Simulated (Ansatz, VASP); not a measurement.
CdAg5: VASP beside Ansatz

File INCAR:

```
SYSTEM = CdAg5
  PREC = Accurate
  ENCUT = 520
  EDIFF = 1E-7
  ISMEAR = -1
  SIGMA = 0.05
  LREAL = .FALSE.
  LASPH = .TRUE.
  NELM = 60
  ALGO = Normal
  ISIF = 2
  LWAVE = .FALSE.
  LCHARG = .TRUE.
  LDIPOL = .TRUE.
  IDIPOL = 3
  DIPOL = 0.5 0.5 0.500
  GGA = PE
  LELF = .TRUE.
  LVHAR = .TRUE.
  LVACPOTAV = .TRUE.
  NBANDS = 42
```

The input KPOINTS:

```
Automatic mesh
0
G
  14 14 1
  0 0 0
```

Contents of POSCAR:

```
CdAg5
1.0
    2.9322829450      0.0000000000      0.0000000000
   -1.4661414725      2.5394315215      0.0000000000
    0.0000000000      0.0000000000     27.9710000000
Ag Cd
5 1
Direct
    0.1666666667      0.3333333333      0.2875581835
    0.5000000000      1.0000000000      0.3725977613
    0.1666666667      0.3333333333      0.5424578369
    0.5000000000      1.0000000000      0.6274022385
    0.8333333333      0.6666666667      0.7124418163
    0.8333333333      0.6666666667      0.4575421627
```

Input for Ansatz:

```yaml
crystal:
  lattice:
    - [2.932282945, 0.0, 0.0]
    - [-1.4661414725, 2.5394315215, 0.0]
    - [0.0, 0.0, 27.971]
  atoms:
    - { symbol: Ag, position: [0.1666666667, 0.3333333333, 0.2875581835] }
    - { symbol: Ag, position: [0.5, 1.0, 0.3725977613] }
    - { symbol: Cd, position: [0.8333333333, 0.6666666667, 0.4575421627] }
    - { symbol: Ag, position: [0.1666666667, 0.3333333333, 0.5424578369] }
    - { symbol: Ag, position: [0.5, 1.0, 0.6274022385] }
    - { symbol: Ag, position: [0.8333333333, 0.6666666667, 0.7124418163] }
kpoints:
  mp_grid: { grid: [14, 14, 1] }
scf:
  occupations: { method: fermi_dirac, width: 0.05 }
hamiltonian:
  xc: pbe
  pseudopotentials: { kind: paw }
output:
  forces: true
  stress: true
  eigenvalues: true
efield:
  axis: 3
  amplitude: 0
  dipole_correction: true
```

Alike in both runs: task single point; functional PBE; k mesh 14 × 14 × 1; occupations fermi-dirac, width 0.05 eV; no spin polarisation.

|  | VASP | Ansatz |
| --- | --- | --- |
| version | VASP 6.6.1 | Ansatz 0.2.0 |
| potentials or method | VASP PAW PBE potentials, release 64 (Ag, Cd) | PAW with Ansatz's default frozen-core files, scalar-relativistic |
| plane-wave cutoff (eV) | 520 | 420 |
| valence electrons in the cell | 67 | 115 |

VASP gave:

* rms of the force components (eV/Å): 0.099

**Question.** Which values does Ansatz return?

**Answer.** rms of the force components (eV/Å): 0.089.

With one functional, cell and mesh, what is left measures potentials, basis and numerics. VASP's potentials hold 67 valence electrons a cell and Ansatz's 115, so a difference there can come from the potentials and not from the codes.
